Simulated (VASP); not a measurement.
Here is a VASP 6.6.1 calculation.

The input INCAR:

```
PREC = Accurate
ENCUT = 520
EDIFF = 1E-7
ISMEAR = 0
SIGMA = 0.1
LREAL = False
LASPH = True
NELM = 60
ALGO = Fast
ISIF = 2
LWAVE = False
LCHARG = False
GGA = PE
NBANDS = 62
```

The input KPOINTS:

```
regular mesh
0
Gamma
  3 3 4
```

POSCAR

```
TlGa3
1.0
    6.2038357810      0.0000000000      0.0000000000
   -3.1019178905      5.3726793872      0.0000000000
    0.0000000000      0.0000000000      4.9795354184
Tl Ga
2 6
Direct
    0.3333333333      0.6666666667      0.2500000000
    0.6666666667      0.3333333333      0.7500000000
    0.8330000000      0.6660000000      0.2500000000
    0.1670000000      0.8330000000      0.7500000000
    0.3340000000      0.1670000000      0.2500000000
    0.1670000000      0.3340000000      0.7500000000
    0.8330000000      0.1670000000      0.2500000000
    0.6660000000      0.8330000000      0.7500000000
```

Potentials or basis: VASP PAW PBE potentials, release 64 (Tl_d, Ga_d).

The run is started by

```sh
$ cat potpaw_PBE.64/Tl_d/POTCAR potpaw_PBE.64/Ga_d/POTCAR > POTCAR
$ mpirun -np 1 vasp_std > vasp.out
```

Estimate the band gap on the k mesh.

zero (band 52 reaches 6.91 eV, above the bottom of band 53 at 3.24 eV).

What does it give for the largest force?

0.361 eV/Å.

Predict the pressure.

3.6 GPa.

Forces in eV/Å, atoms in the order of the input:
```
Tl   0.000  0.000  0.000
Tl   0.000  0.000  0.000
Ga   0.000  0.361  0.000
Ga  -0.313  0.181  0.000
Ga  -0.313 -0.181  0.000
Ga   0.000 -0.361  0.000
Ga   0.313 -0.181  0.000
Ga   0.313  0.181  0.000
```

Caveat: the k points lie up to 0.39 Å⁻¹ apart; spin-orbit coupling is left out, which moves the levels of the heavy elements.
